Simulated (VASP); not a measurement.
# Os (P6_3/mmc) in VASP: notebook, part 3 of 3

VASP 6.6.1. Earlier steps stand in the parts before.

## (5) Single point, B3LYP

The input, POSCAR:

```
Os
1.0
    2.7341000000      0.0000000000      0.0000000000
   -1.3670500000      2.3678000565      0.0000000000
    0.0000000000      0.0000000000      4.3197000000
Os
2
Direct
    0.6666666667      0.3333333333      0.7500000000
    0.3333333333      0.6666666667      0.2500000000
```

The input, INCAR.step1:

```
SYSTEM = Os
ALGO = Normal ; EDIFF = 1E-5
ENCUT = 420 ; GGA = PE
GGA_COMPAT = .False. ; ISIF = 2
ISMEAR = -1 ; LASPH = .True.
LREAL = .False. ; LWAVE = .True.
NBANDS = 23 ; NELM = 120
PREC = Accurate ; SIGMA = 0.05
```

The input, INCAR.step2:

```
SYSTEM = Os
AEXX = 0.2 ; AGGAC = 0.81
AGGAX = 0.72 ; ALDAC = 0.19
ALGO = Normal ; EDIFF = 1E-6
ENCUT = 420 ; GGA = B3
GGA_COMPAT = .False. ; ISIF = 2
ISMEAR = -1 ; ISTART = 1
LASPH = .True. ; LCHARG = .True.
LELF = .True. ; LHFCALC = .True.
LREAL = .False. ; LVHAR = .True.
LWAVE = .False. ; NBANDS = 23
NELM = 120 ; PREC = Accurate
PRECFOCK = Normal ; SIGMA = 0.05
```

The input, KPOINTS:

```
k-points
0
Gamma
  6 6 3
  0 0 0
```

Potentials or basis: VASP PAW PBE potentials, release 64 (Os_sv_GW).

Run with:

```console
> cat potpaw_PBE.64/Os_sv_GW/POTCAR > POTCAR
> cp INCAR.step1 INCAR
> mpirun -np 1 vasp_std > vasp.out
> cp INCAR.step2 INCAR
> mpirun -np 1 vasp_std > vasp.out
```

OUTCAR:

```text
SYSTEM = Os
   AEXX = 0.2
   EDIFF = 1E-6
   ENCUT = 420
   GGA = B3
   ISIF = 2
   ISMEAR = -1
   ISTART = 1
   LASPH = .True.
   LHFCALC = .True.
   LREAL = .False.
   NELM = 120
   PREC = Accurate
   PRECFOCK = Normal

 ion  position               nearest neighbor table
   1  0.667  0.333  0.750-   2 2.68   2 2.68   2 2.68   2 2.68   2 2.68   2 2.68
   2  0.333  0.667  0.250-   1 2.68   1 2.68   1 2.68   1 2.68   1 2.68   1 2.68

  LATTYP: Found a hexagonal cell.
 ALAT       =     2.7341000000
 C/A-ratio  =     1.5799348963

  Lattice vectors:

 A1 = (   2.7341000000,   0.0000000000,   0.0000000000)
 A2 = (  -1.3670500000,   2.3678000565,   0.0000000000)
 A3 = (   0.0000000000,   0.0000000000,   4.3197000000)

Analysis of symmetry for initial positions (statically):
=====================================================================
 Subroutine PRICEL returns:
 Original cell was already a primitive cell.

 Routine SETGRP: Setting up the symmetry group for a
 hexagonal supercell.

 Subroutine GETGRP returns: Found 24 space group operations
 (whereof 12 operations were pure point group operations)
 out of a pool of 24 trial point group operations.

The static configuration has the point symmetry D_3d.
 The point group associated with its full space group is D_6h.

Analysis of symmetry for dynamics (positions and initial velocities):
=====================================================================
 Subroutine PRICEL returns:
 Original cell was already a primitive cell.

 Routine SETGRP: Setting up the symmetry group for a
 hexagonal supercell.

 Subroutine GETGRP returns: Found 24 space group operations
 (whereof 12 operations were pure point group operations)
 out of a pool of 24 trial point group operations.

The dynamic configuration has the point symmetry D_3d.
 The point group associated with its full space group is D_6h.

 Subroutine INISYM returns: Found 24 space group operations
 (whereof 12 operations are pure point group operations),
 and found     1 'primitive' translations

----------------------------------------------------------------------------------------

                                     Primitive cell

  volume of cell :      27.9649

  direct lattice vectors                    reciprocal lattice vectors
     2.734100000  0.000000000  0.000000000     0.365751070  0.211166479  0.000000000
    -1.367050000  2.367800057  0.000000000     0.000000000  0.422332957  0.000000000
     0.000000000  0.000000000  4.319700000     0.000000000  0.000000000  0.231497558

  length of vectors
     2.734100000  2.734100000  4.319700000     0.422332957  0.422332957  0.231497558

  position of ions in fractional coordinates (direct lattice)
     0.666666667  0.333333333  0.750000000
     0.333333333  0.666666667  0.250000000

  ion indices of the primitive-cell ions
   primitive index   ion index
                 1           1
                 2           2

[... 31 lines left out ...]
  0.500000  0.000000  0.000000      3.000000
  0.166667  0.166667  0.000000      6.000000
  0.333333  0.166667  0.000000     12.000000
  0.333333  0.333333  0.000000      2.000000
  0.000000  0.000000  0.333333      2.000000
  0.166667  0.000000  0.333333     12.000000
  0.333333  0.000000  0.333333     12.000000
  0.500000  0.000000  0.333333      6.000000
  0.166667  0.166667  0.333333     12.000000
  0.333333  0.166667  0.333333     24.000000
  0.333333  0.333333  0.333333      4.000000
   k-points           NKPTS =     14   k-points in BZ     NKDIM =    108   number of bands    NBANDS=     23
   number of dos      NEDOS =    301   number of ions     NIONS =      2
   total plane-waves  NPLWV =   9720
   dimension x,y,z NGX =    18 NGY =   18 NGZ =   30
   dimension x,y,z NGXF=    36 NGYF=   36 NGZF=   60
   ions per type =               2
   NGX,Y,Z   is equivalent  to a cutoff of  10.94, 10.94, 11.55 a.u.
   NGXF,Y,Z  is equivalent  to a cutoff of  21.89, 21.89, 23.09 a.u.
 SYSTEM =  Os
   PREC   = accura    normal or accurate (medium, high low for compatibility)
   ISTART =      1    job   : 0-new  1-cont  2-samecut
   ICHARG =      0    charge: 1-file 2-atom 10-const
   ISPIN  =      1    spin polarized calculation?
   LNONCOLLINEAR =      F non collinear calculations
   LSORBIT =      F    spin-orbit coupling
   LASPH  =      T    aspherical Exc in radial PAW
   ENCUT  =  420.0 eV  30.87 Ry    5.56 a.u.   4.57  4.57  7.22*2*pi/ulx,y,z
   NELM   =    120;   NELMIN=  2; NELMDL=  0     # of ELM steps
   EDIFF  = 0.1E-05   stopping-criterion for ELM
   LREAL  =      F    real-space projection
   EDIFFG = 0.1E-04   stopping-criterion for IOM
   NSW    =      0    number of steps for IOM
   IBRION =     -1    ionic relax: 0-MD 1-quasi-New 2-CG
   NFREE  =      0    steps in history (QN), initial steepest desc. (CG)
   ISIF   =      2    stress and relaxation
   ISYM   =      3    0-nonsym 1-usesym 2-fastsym
   POTIM  = 0.5000    time-step for ionic-motion
   TEBEG  =    0.0;   TEEND  =   0.0 temperature during run
   PSTRESS=    0.0 pullay stress
   NELECT =      32.0000    total number of electrons
   NUPDOWN=      -1.0000    fix difference up-down
   EMIN   =  10.00;   EMAX   =-10.00  energy-range for DOS
   EFERMI =   0.00;   METHOD = LEGACY
   ISMEAR =    -1;   SIGMA  =   0.05  broadening in eV -4-tet -1-fermi 0-gaus
   EFERMI_NEDOS =   21; number of points for ismear=-14 and -15
   IALGO  =     38    algorithm
   IMIX   =      1    mixing-type and parameters
     AMIX     =   0.40;   BMIX     =  1.00
     AMIX_MAG =   1.60;   BMIX_MAG =  1.00
  volume/ion in A,a.u.               =      13.98        94.36
  Fermi-wavevector in a.u.,A,eV,Ry     =   1.712329  3.235832 39.893232  2.932070
  Thomas-Fermi vector in A             =   2.790278
   LORBIT       =      0    0 simple, 1 ext, 2 COOP (PROOUT), +10 PAW based schemes
   GGA     = B3    functional components
   LHFCALC =     T    Hartree Fock is set to
   PRECFOCK=normal    Normal, Fast or Accurate (Low or Medium for compatibility)
   ENCUT4O =  -1.0   cutoff for four orbital integrals eV
   NKREDX  =     1    reduce k-point grid by
   NKREDY  =     1    reduce k-point grid by
   NKREDZ  =     1    reduce k-point grid by
   AEXX    =    0.2000 exact exchange contribution
   HFSCREEN=    0.0000 screening length (either q_TF or 0.3 A-1)
   HFSCREENC=   0.0000 screening length for correlation (either q_TF or 0.3 A-1)
   ENCUTFOCK=  -1.0 apply spherical cutoff to Coloumb kernel
   IVDW    =     0    specifies the selected vdW correction
   LEPSILON=     F    determine dielectric tensor
   LRPA    =     F    only Hartree local field effects (RPA)
 non-spin polarized calculation
  energy-cutoff  :      420.00
  volume of cell :       27.96
 maximum number of plane-waves:       558
  NGX = 14; NGY = 14; NGZ = 24

 number of electron      32.0000001 magnetization

 Free energy of the ion-electron system (eV)
  ---------------------------------------------------
  ext. energy  EPLUGINS =         0.00000000
  ---------------------------------------------------
  free energy    TOTEN  =       -24.32416600 eV

  energy without entropy =      -24.32393323  energy(sigma->0) =      -24.32404962

 E-fermi :  13.9670     XC(G=0): -11.5971

 val. band max:       13.6735214993   @ k =   0.1667   0.1667   0.0000
 cond. band min:      14.2960845732   @ k =   0.1667   0.0000   0.3333
 fundamental gap:      0.6225630739
 Fermi energy:        13.9669662322

 k-point     1 :       0.0000    0.0000    0.0000
  band No.  band energies     occupation
      1     -76.1220      2.00000
      2     -75.9824      2.00000
      3     -35.3405      2.00000
      4     -34.2460      2.00000
      5     -34.2460      2.00000
      6     -34.0397      2.00000
[... 353 lines left out ...]
     22      26.3165      0.00000
     23      26.3165      0.00000

------------------------ aborting loop because EDIFF is reached ----------------------------------------

  FORCE on cell =-STRESS in cart. coord.  units (eV):
  Direction    XX          YY          ZZ          XY          YZ          ZX
  --------------------------------------------------------------------------------------
  -------------------------------------------------------------------------------------
  Total        2.5808324      2.5808324      1.0516238      0.0000000      0.0000000      0.0000000
  in kB      147.8622719    147.8622719     60.2501284      0.0000000      0.0000000      0.0000000
  external PRESSURE =     118.6582241 kB  Pullay stress =       0.0000000 kB

 VOLUME and BASIS-vectors are now :
 -----------------------------------------------------------------------------
  energy-cutoff  :      420.00
  volume of cell :       27.96
      direct lattice vectors                 reciprocal lattice vectors
     2.734100000  0.000000000  0.000000000     0.365751070  0.211166479  0.000000000
    -1.367050000  2.367800057  0.000000000     0.000000000  0.422332957  0.000000000
     0.000000000  0.000000000  4.319700000     0.000000000  0.000000000  0.231497558

 POSITION                                       TOTAL-FORCE (eV/Angst)
 -----------------------------------------------------------------------------------
      1.36705      0.78927      3.23977        -0.000000      0.000000      0.000000
     -0.00000      1.57853      1.07993         0.000000     -0.000000     -0.000000
 -----------------------------------------------------------------------------------
    total drift:                               -0.000000      0.000000     -0.000000

  FREE ENERGIE OF THE ION-ELECTRON SYSTEM (eV)
  ---------------------------------------------------
  free  energy   TOTEN  =       -24.3241660006 eV

  energy  without entropy=      -24.3239332309  energy(sigma->0) =      -24.32404962
```

It took 19 min on 1 thread of AMD EPYC 9R45 (Zen 5), shared host; peak memory 0.11 GiB.

Results:

```
Free energy            : -24.3242 eV
Pressure               : 11.9 GPa
Band gap on the k mesh : zero (bands 16 and 17 overlap by 4.91 eV)
```

Levels at points of the mesh, in eV from the Fermi level:
```
           k point  band 12  band 13  band 14  band 15  band 16  band 17  band 18  band 19  band 20  band 21
(0.00, 0.00, 0.00)    -3.86    -3.52    -2.97    -2.97    -2.29    -2.29     0.45     2.16     2.16    10.26
(0.50, 0.00, 0.00)    -4.48    -3.32    -3.26    -2.44     2.62     3.23     3.27     5.31     6.71    10.41
```

Caveat: the k points lie up to 0.48 Å⁻¹ apart, too coarse for converged energies and pressures of a metal; the PAW data sets were made with another functional, which shifts forces and pressure a little; spin-orbit coupling is left out, which moves the levels of the heavy elements.

## (6) Overview

| level | potentials or basis | spin | cell | k mesh | cutoff (eV) | grid for exact exchange (PRECFOCK) | share of exact exchange | gap on the mesh (eV) | pressure (GPa) |
| --- | --- | --- | --- | --- | --- | --- | --- | --- | --- |
| r2SCAN+rVV10 | VASP PAW PBE potentials, release 64 (Os_sv_GW) | off | a = 2.734, b = 2.734, c = 4.320 Å, angles 90.0, 90.0, 120.0°, 2 atoms | 11 × 11 × 6 | 620 | - | - | none | -1.9 |
| PBEsol-based global hybrid with 25 % exact exchange | VASP PAW PBE potentials, release 64 (Os_sv_GW) | off | a = 2.788, b = 2.788, c = 4.404 Å, angles 90.0, 90.0, 120.0°, 2 atoms | 6 × 6 × 3 | 420 | Normal | 0.25 | none | -35.4 |
| LDA | VASP PAW LDA potentials, release 64 (Os_sv_GW) | non-collinear, zero start, SOC | a = 2.734, b = 2.734, c = 4.320 Å, angles 90.0, 90.0, 120.0°, 2 atoms | 11 × 11 × 6 | 560 | - | - | - | -7.0 |
| B3LYP | VASP PAW PBE potentials, release 64 (Os_sv_GW) | off | a = 2.734, b = 2.734, c = 4.320 Å, angles 90.0, 90.0, 120.0°, 2 atoms | 6 × 6 × 3 | 420 | Normal | 0.2 | none | 11.9 |

Alike in all rows: task single point; smearing fermi-dirac 0.05 eV.

Caveats: some runs use coarse meshes; the PAW data sets were made with another functional, which shifts forces and pressure a little (at least some runs); spin-orbit coupling is left out, which moves the levels of the heavy elements (at least some runs); the cell stands under tension (at least some runs).

Absolute energies hang on the potentials; compare differences alone.

The gap in the log of VASP goes by the Fermi energy; the results here count the filled bands.